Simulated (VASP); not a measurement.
# Al (Cmcm) in VASP: notebook

Runs on Al. Level: PBE+D3(BJ). Tasks: single point.

Everything below comes from runs of VASP 6.6.1. Logs are shortened: lines on timing, memory, paths and dates and some standing lists are left out, and cuts for length are marked.

## (1) The cell of the first run

Symmetry: Cmcm, No. 63, orthorhombic system. Conventional cell: a = 2.798 Å, b = 4.896 Å, c = 4.867 Å, α = 90.00°, β = 90.00°, γ = 90.00°. Within 3.7 Å of Al (site symmetry m2m) lie 12 Al at 2.80 to 2.93 Å.

## (2) Single point, PBE+D3(BJ) (strain -0.0050 x Voigt [1, -1, 0, 0, 0, 0])

Input file INCAR:

```
ALGO = Fast
EDIFF = 1E-7
ENCUT = 520
GGA = PE
ISIF = 2
ISMEAR = 0
IVDW = 12
LASPH = True
LCHARG = False
LREAL = False
LWAVE = False
NBANDS = 10
NELM = 80
PREC = Accurate
SIGMA = 0.15
```

Input file KPOINTS:

```
k-points
0
Gamma
  18 18 10
```

Input file POSCAR:

```
Al
1.0
    2.7983930747      0.0000000000      0.0000000000
   -1.3991965373      2.4478360703      0.0000000000
    0.0000000000      0.0000000000      4.8668500000
Al
2
Direct
    0.6666666667      0.3333333333      0.7500000000
    0.3333333333      0.6666666667      0.2500000000
```

Potentials or basis: VASP PAW PBE potentials, release 64 (Al).

Launch:

```console
$ cat potpaw_PBE.64/Al/POTCAR > POTCAR
$ mpirun -np 1 vasp_std > vasp.out
```

OUTCAR:

```text
EDIFF = 1E-7
   ENCUT = 520
   GGA = PE
   ISIF = 2
   ISMEAR = 0
   IVDW = 12
   LASPH = True
   LREAL = False
   NELM = 80
   PREC = Accurate
 IVDW          = 12

 ion  position               nearest neighbor table
   1  0.667  0.333  0.750-   2 2.92   2 2.92   2 2.92   2 2.92   2 2.93   2 2.93
   2  0.333  0.667  0.250-   1 2.92   1 2.92   1 2.92   1 2.92   1 2.93   1 2.93

  LATTYP: Found a base centered orthorhombic cell.
 ALAT       =     2.7983930747
 B/A-ratio  =     1.7494583534
 C/A-ratio  =     1.7391588208

  Lattice vectors:

 A1 = (   1.3991965373,  -2.4478360703,   0.0000000000)
 A2 = (   1.3991965374,   2.4478360703,   0.0000000000)
 A3 = (   0.0000000000,   0.0000000000,   4.8668500000)

Analysis of symmetry for initial positions (statically):
=====================================================================
 Subroutine PRICEL returns:
 Original cell was already a primitive cell.

 Routine SETGRP: Setting up the symmetry group for a
 base centered orthorhombic supercell.

 Subroutine GETGRP returns: Found  8 space group operations
 (whereof  4 operations were pure point group operations)
 out of a pool of  8 trial point group operations.

The static configuration has the point symmetry C_2h.
 The point group associated with its full space group is D_2h.

Analysis of symmetry for dynamics (positions and initial velocities):
=====================================================================
 Subroutine PRICEL returns:
 Original cell was already a primitive cell.

 Routine SETGRP: Setting up the symmetry group for a
 base centered orthorhombic supercell.

 Subroutine GETGRP returns: Found  8 space group operations
 (whereof  4 operations were pure point group operations)
 out of a pool of  8 trial point group operations.

The dynamic configuration has the point symmetry C_2h.
 The point group associated with its full space group is D_2h.

 Subroutine INISYM returns: Found  8 space group operations
 (whereof  4 operations are pure point group operations),
 and found     1 'primitive' translations

----------------------------------------------------------------------------------------

                                     Primitive cell

  volume of cell :      33.3380

  direct lattice vectors                    reciprocal lattice vectors
     2.798393075  0.000000000  0.000000000     0.357347940  0.204262044  0.000000000
    -1.399196537  2.447836070  0.000000000     0.000000000  0.408524089  0.000000000
     0.000000000  0.000000000  4.866850000     0.000000000  0.000000000  0.205471712

  length of vectors
     2.798393075  2.819512791  4.866850000     0.411607256  0.408524089  0.205471712

  position of ions in fractional coordinates (direct lattice)
     0.666666667  0.333333333  0.750000000
     0.333333333  0.666666667  0.250000000

  ion indices of the primitive-cell ions
   primitive index   ion index
                 1           1
                 2           2

----------------------------------------------------------------------------------------

 KPOINTS: k-points

Automatic generation of k-mesh.
 Grid dimensions read from file:
 generate k-points for:   18   18   10

 Generating k-lattice:

  Cartesian coordinates                     Fractional coordinates (reciprocal lattice)
     0.019852663  0.011347891  0.000000000     0.055555556  0.000000000  0.000000000
     0.000000000  0.022695783  0.000000000     0.000000000  0.055555556  0.000000000
     0.000000000  0.000000000  0.020547171     0.000000000  0.000000000  0.100000000

  Length of vectors
     0.022867070  0.022695783  0.020547171

  Shift w.r.t. Gamma in fractional coordinates (k-lattice)
     0.000000000  0.000000000  0.000000000

 Subroutine IBZKPT returns following result:
 ===========================================

 Found    546 irreducible k-points:

 Following reciprocal coordinates:
            Coordinates               Weight
  0.000000  0.000000  0.000000      1.000000
  0.055556  0.000000  0.000000      4.000000
  0.111111  0.000000  0.000000      4.000000
  0.166667  0.000000  0.000000      4.000000
  0.222222  0.000000  0.000000      4.000000
  0.277778 -0.000000  0.000000      4.000000
[... 16 lines left out ...]
 -0.333333  0.055556  0.000000      4.000000
 -0.277778  0.055556  0.000000      4.000000
 [... further k-points ...]
   k-points           NKPTS =    546   k-points in BZ     NKDIM =    546   number of bands    NBANDS=     10
   number of dos      NEDOS =    301   number of ions     NIONS =      2
   total plane-waves  NPLWV =  20736
   dimension x,y,z NGX =    24 NGY =   24 NGZ =   36
   dimension x,y,z NGXF=    48 NGYF=   48 NGZF=   72
   ions per type =               2
   NGX,Y,Z   is equivalent  to a cutoff of  14.26, 14.15, 12.30 a.u.
   NGXF,Y,Z  is equivalent  to a cutoff of  28.52, 28.30, 24.59 a.u.
 SYSTEM =  unknown system
   PREC   = accura    normal or accurate (medium, high low for compatibility)
   ISTART =      0    job   : 0-new  1-cont  2-samecut
   ICHARG =      2    charge: 1-file 2-atom 10-const
   ISPIN  =      1    spin polarized calculation?
   LNONCOLLINEAR =      F non collinear calculations
   LSORBIT =      F    spin-orbit coupling
   LASPH  =      T    aspherical Exc in radial PAW
   ENCUT  =  520.0 eV  38.22 Ry    6.18 a.u.   5.20  5.24  9.05*2*pi/ulx,y,z
   NELM   =     80;   NELMIN=  2; NELMDL= -5     # of ELM steps
   EDIFF  = 0.1E-06   stopping-criterion for ELM
   LREAL  =      F    real-space projection
   EDIFFG = 0.1E-05   stopping-criterion for IOM
   NSW    =      0    number of steps for IOM
   IBRION =     -1    ionic relax: 0-MD 1-quasi-New 2-CG
   NFREE  =      0    steps in history (QN), initial steepest desc. (CG)
   ISIF   =      2    stress and relaxation
   ISYM   =      2    0-nonsym 1-usesym 2-fastsym
   POTIM  = 0.5000    time-step for ionic-motion
   TEBEG  =    0.0;   TEEND  =   0.0 temperature during run
   PSTRESS=    0.0 pullay stress
   NELECT =       6.0000    total number of electrons
   NUPDOWN=      -1.0000    fix difference up-down
   EMIN   =  10.00;   EMAX   =-10.00  energy-range for DOS
   EFERMI =   0.00;   METHOD = LEGACY
   ISMEAR =     0;   SIGMA  =   0.15  broadening in eV -4-tet -1-fermi 0-gaus
   EFERMI_NEDOS =   21; number of points for ismear=-14 and -15
   IALGO  =     68    algorithm
   IMIX   =      4    mixing-type and parameters
     AMIX     =   0.40;   BMIX     =  1.00
     AMIX_MAG =   1.60;   BMIX_MAG =  1.00
  volume/ion in A,a.u.               =      16.67       112.49
  Fermi-wavevector in a.u.,A,eV,Ry     =   0.924298  1.746671 11.623834  0.854328
  Thomas-Fermi vector in A             =   2.050029
   LORBIT       =      0    0 simple, 1 ext, 2 COOP (PROOUT), +10 PAW based schemes
   GGA     = PE    functional components
   LHFCALC =     F    Hartree Fock is set to
   AEXX    =    0.0000 exact exchange contribution
   IVDW    =    12    specifies the selected vdW correction
   LEPSILON=     F    determine dielectric tensor
   LRPA    =     F    only Hartree local field effects (RPA)
 non-spin polarized calculation
 RMM-DIIS sequential band-by-band and
 Gauss-broadening in eV      SIGMA  =   0.15
  energy-cutoff  :      520.00
  volume of cell :       33.34
 maximum number of plane-waves:       920
 NGX is ok and might be reduce to    24
   NGX = 11   NGY = 11   NGZ = 19

 number of electron       6.0000000 magnetization

 Free energy of the ion-electron system (eV)
  ---------------------------------------------------
  ext. energy  EPLUGINS =         0.00000000
  ---------------------------------------------------
  free energy    TOTEN  =        -7.42307256 eV

  energy without entropy =       -7.41384086  energy(sigma->0) =       -7.41845671

 E-fermi :   7.8743     XC(G=0): -10.1594

 val. band max:        7.8713142162   @ k =   0.1111   0.1111   0.3000
 cond. band min:       7.8777565384   @ k =   0.3333   0.2222   0.3000
 fundamental gap:      0.0064423222
 Fermi energy:         7.8742924866

 k-point     1 :       0.0000    0.0000    0.0000
  band No.  band energies     occupation
      1      -3.1752      2.00000
      2       2.8263      2.00000
      3       3.0638      2.00000
      4      19.0232      0.00000
      5      19.2293      0.00000
      6      19.4064      0.00000
      7      19.4462      0.00000
      8      19.6955      0.00000
      9      20.2715      0.00000
     10      22.6100      0.00000

 k-point     2 :       0.0556    0.0000    0.0000
  band No.  band energies     occupation
      1      -3.0978      2.00000
      2       2.9022      2.00000
      3       3.1361      2.00000
      4      17.6688      0.00000
      5      18.2300      0.00000
      6      18.9336      0.00000
      7      20.1313      0.00000
      8      20.3144      0.00000
      9      20.6234      0.00000
     10      22.6567      0.00000

 k-point     3 :       0.1111    0.0000    0.0000
  band No.  band energies     occupation
      1      -2.8659      2.00000
      2       3.1292      2.00000
      3       3.3530      2.00000
      4      15.5613      0.00000
      5      17.2491      0.00000
      6      18.3698      0.00000
      7      19.8143      0.00000
      8      20.3571      0.00000
      9      21.4295      0.00000
     10      21.5937      0.00000
[... 248 lines left out ...]
 k-point    23 :      -0.3333    0.0556    0.0000
  band No.  band energies     occupation
      1      -0.7906      2.00000
      2       5.0986      2.00000
      3       5.3091      2.00000
      4       8.6692      0.00000
      5      13.3392      0.00000
      6      14.4422      0.00000
      7      14.4904      0.00000
      8      17.6186      0.00000
      9      18.8986      0.00000
     10      19.5693      0.00000

 k-point    24 :      -0.2778    0.0556    0.0000
  band No.  band energies     occupation
      1      -1.5545      2.00000
      2       4.3933      2.00000
      3       4.5860      2.00000
      4      10.4951      0.00000
      5      14.0917      0.00000
      6      15.9660      0.00000
      7      16.2791      0.00000
      8      18.1046      0.00000
      9      19.3616      0.00000
     10      20.1674      0.00000

 [... further k-points ...]

------------------------ aborting loop because EDIFF is reached ----------------------------------------

 Edisp (eV)   -0.66569

 E8    (eV) :    -0.2977

  FORCE on cell =-STRESS in cart. coord.  units (eV):
  Direction    XX          YY          ZZ          XY          YZ          ZX
  --------------------------------------------------------------------------------------
  -------------------------------------------------------------------------------------
  Total      -0.44038    -0.60705    -0.95734    -0.00000    -0.00000     0.00000
  in kB     -21.16402   -29.17423   -46.00838    -0.00000    -0.00000     0.00000
  external pressure =      -32.12 kB  Pullay stress =        0.00 kB

 VOLUME and BASIS-vectors are now :
 -----------------------------------------------------------------------------
  energy-cutoff  :      520.00
  volume of cell :       33.34
      direct lattice vectors                 reciprocal lattice vectors
     2.798393075  0.000000000  0.000000000     0.357347940  0.204262044  0.000000000
    -1.399196537  2.447836070  0.000000000     0.000000000  0.408524089  0.000000000
     0.000000000  0.000000000  4.866850000     0.000000000  0.000000000  0.205471712

 POSITION                                       TOTAL-FORCE (eV/Angst)
 -----------------------------------------------------------------------------------
      1.39920      0.81595      3.65014         0.000000      0.000941     -0.000000
     -0.00000      1.63189      1.21671        -0.000000     -0.000941      0.000000
 -----------------------------------------------------------------------------------
    total drift:                                0.000000     -0.000000      0.000000

  FREE ENERGIE OF THE ION-ELECTRON SYSTEM (eV)
  ---------------------------------------------------
  free  energy   TOTEN  =        -8.0887594076 eV

  energy  without entropy=       -8.0795277089  energy(sigma->0) =       -8.08414356
```

Wall time 100 s (1 thread of Intel Xeon Platinum 8124M at 3.00GHz (Skylake/Cascade Lake), shared host); peak memory 0.27 GiB.

Results:

```yaml
Free_energy: -8.0888 eV
Pressure: -3.2 GPa
Band_gap_on_the_k_mesh: zero (band 3 reaches 11.59 eV, above the bottom of band 4 at 4.74 eV)
Dispersion_energy_per_atom: -0.333 eV
```

Caveat: the cell differs from its parent crystal (strain -0.0050 x Voigt [1, -1, 0, 0, 0, 0]); pairwise dispersion overbinds metals, which lowers pressure and volume.

## (3) Single point, PBE+D3(BJ) (strain +0.0175 x Voigt [1, -1, 0, 0, 0, 0])

Input file INCAR:

```
SYSTEM = Al
  ALGO = Fast
  EDIFF = 1E-7
  ENCUT = 520
  GGA = PE
  ISIF = 2
  ISMEAR = 0
  IVDW = 12
  LASPH = .TRUE.
  LCHARG = .TRUE.
  LELF = .TRUE.
  LREAL = .FALSE.
  LVHAR = .TRUE.
  LWAVE = .FALSE.
  NBANDS = 10
  NELM = 80
  PREC = Accurate
  SIGMA = 0.15
```

Input file KPOINTS:

```
k-points
0
G
  18 18 10
  0 0 0
```

Input file POSCAR:

```
Al
1.0
    2.8616733201      0.0000000000      0.0000000000
   -1.4308366600      2.3930337702      0.0000000000
    0.0000000000      0.0000000000      4.8668500000
Al
2
Direct
    0.6666666667      0.3333333333      0.7500000000
    0.3333333333      0.6666666667      0.2500000000
```

Potentials or basis: VASP PAW PBE potentials, release 64 (Al).

Launch:

```console
$ cat potpaw_PBE.64/Al/POTCAR > POTCAR
$ mpirun -np 1 vasp_std > vasp.out
```

Wall time 1.7 min (1 thread of Intel Xeon Platinum 8124M at 3.00GHz (Skylake/Cascade Lake), shared host); peak memory 0.27 GiB.

Results (log left out):

```yaml
Free_energy: -8.0853 eV
Pressure: -3.1 GPa
Band_gap_on_the_k_mesh: zero (band 3 reaches 11.52 eV, above the bottom of band 4 at 4.69 eV)
Dispersion_energy_per_atom: -0.333 eV
```

Stress tensor (GPa, compression positive):
```
-3.20  0.00  0.00
 0.00 -1.27  0.00
 0.00  0.00 -4.78
```

Levels at points of the mesh, in eV from the Fermi level:
```csv
k point,band 1,band 2,band 3,band 4,band 5,band 6,band 7
"(0.00, 0.00, 0.00)",-11.04,-5.04,-4.80,11.07,11.11,11.21,11.90
"(0.50, 0.00, 0.00)",-5.12,-4.97,0.52,0.55,1.23,1.41,6.62
"(0.00, 0.50, 0.00)",-4.74,-4.74,0.81,0.90,1.62,1.64,5.63
"(0.00, 0.00, 0.50)",-9.49,-9.49,2.41,2.41,12.06,12.06,12.92
"(0.50, 0.00, 0.50)",-3.86,-3.86,-3.18,-3.18,7.49,7.49,7.79
"(0.00, 0.50, 0.50)",-3.62,-3.62,-2.79,-2.79,6.97,6.97,7.31
```

Caveat: the cell differs from its parent crystal (strain +0.0175 x Voigt [1, -1, 0, 0, 0, 0]); pairwise dispersion overbinds metals, which lowers pressure and volume.
